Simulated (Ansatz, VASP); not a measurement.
# MnO2: VASP beside Ansatz

File POSCAR:

```
MnO2
1.0
    2.8565781800      0.0000000000      0.0000000000
   -1.4282890900      2.4738692700      0.0000000000
    0.0000000000      0.0000000000      4.6013740600
Mn O
1 2
Direct
    0.0000000000      0.0000000000      0.5000000000
    0.6666666667      0.3333333333      0.2937074300
    0.3333333333      0.6666666667      0.7062925700
```

Contents of INCAR.step1:

```
SYSTEM = MnO2
PREC     = Accurate       ! precision mode
ENCUT    = 520            ! plane-wave cutoff, eV
ISMEAR   = 1              ! smearing method
SIGMA    = 0.05           ! smearing width, eV
LREAL    = .False.        ! projectors in reciprocal space
LASPH    = .True.         ! aspherical terms in the spheres
NELM     = 150            ! most SCF steps
ISPIN    = 2              ! spin polarisation
MAGMOM   = 5.2 0 0        ! initial moments
LMAXMIX  = 4              ! l up to which the mixer works
NBANDS   = 24             ! bands
GGA      = PE             ! functional
ALGO     = Normal         ! electronic algorithm
EDIFF    = 1E-4           ! SCF threshold, eV
LWAVE    = .True.         ! write WAVECAR
LCHARG   = .False.        ! write CHGCAR
```

INCAR.step2

```
SYSTEM = MnO2
PREC     = Accurate       ! precision mode
ENCUT    = 520            ! plane-wave cutoff, eV
EDIFF    = 1E-6           ! SCF threshold, eV
ISMEAR   = 1              ! smearing method
SIGMA    = 0.05           ! smearing width, eV
LREAL    = .False.        ! projectors in reciprocal space
LASPH    = .True.         ! aspherical terms in the spheres
NELM     = 150            ! most SCF steps
ALGO     = Normal         ! electronic algorithm
ISIF     = 2              ! what is computed and relaxed
LWAVE    = .False.        ! write WAVECAR
LCHARG   = .False.        ! write CHGCAR
ISPIN    = 2              ! spin polarisation
MAGMOM   = 5.2 0 0        ! initial moments
LORBIT   = 11             ! projections on sites
LMAXMIX  = 4              ! l up to which the mixer works
METAGGA  = R2SCAN         ! meta-GGA
LMIXTAU  = .True.       
NBANDS   = 24             ! bands
ISTART   = 1
```

KPOINTS

```
regular mesh
0
Gamma
  9 9 5
  0 0 0
```

Input for Ansatz:

```yaml
crystal:
  lattice:
    - [2.85657818, 0.0, 0.0]
    - [-1.42828909, 2.47386927, 0.0]
    - [0.0, 0.0, 4.60137406]
  atoms:
    - { symbol: Mn, position: [0.0, 0.0, 0.5] }
    - { symbol: O, position: [0.6666666666666666, 0.3333333333333333, 0.29370743] }
    - { symbol: O, position: [0.3333333333333333, 0.6666666666666666, 0.70629257] }
accuracy: low
basis:
  ecutwfc: 630.0
kpoints:
  mp_grid:
    grid: [9, 9, 5]
    shift: [0.0, 0.0, 0.0]
hamiltonian:
  xc: r2scan
  pseudopotentials:
    kind: paw
magnetization:
  spin_polarized: true
  per_species:
    Mn: 5.2
scf:
  n_extra_bands: 16
  mixing:
    algorithm: msr1
    beta: 0.1
  occupations:
    method: cold
    width: 0.05
output:
  forces: true
```

Alike in both runs: task single point; functional r2SCAN; k mesh 9 × 9 × 5; collinear spin.

|  | VASP | Ansatz |
| --- | --- | --- |
| version | VASP 6.6.1 | Ansatz 0.2.0 |
| potentials or method | VASP PAW PBE potentials, release 64 (Mn_pv, O), cutoff 520 eV | plane waves, PAW |
| occupations | methfessel-paxton of order 1, width 0.05 eV | cold, width 0.05 eV |
| valence electrons in the cell | 25 | 27 |

```csv
,VASP,Ansatz,Ansatz less VASP
rms of the force components (eV/Å),0.002,0.039,+0.0366
net moment per atom (μB),1.00,1.00,0.000
size of the moment on the site where the two differ most (μB),2.93,2.59,-0.344
```

VASP's potentials were made for PBE, not for r2SCAN. Site moments also hang on the region over which each program counts them. Atom by atom the forces differ by 0.041 eV/Å (rms over components). VASP's potentials hold 25 valence electrons a cell and Ansatz's 27, so a difference there can come from the potentials and not from the codes. Ansatz's warnings: given moment on shells, stability check not made.
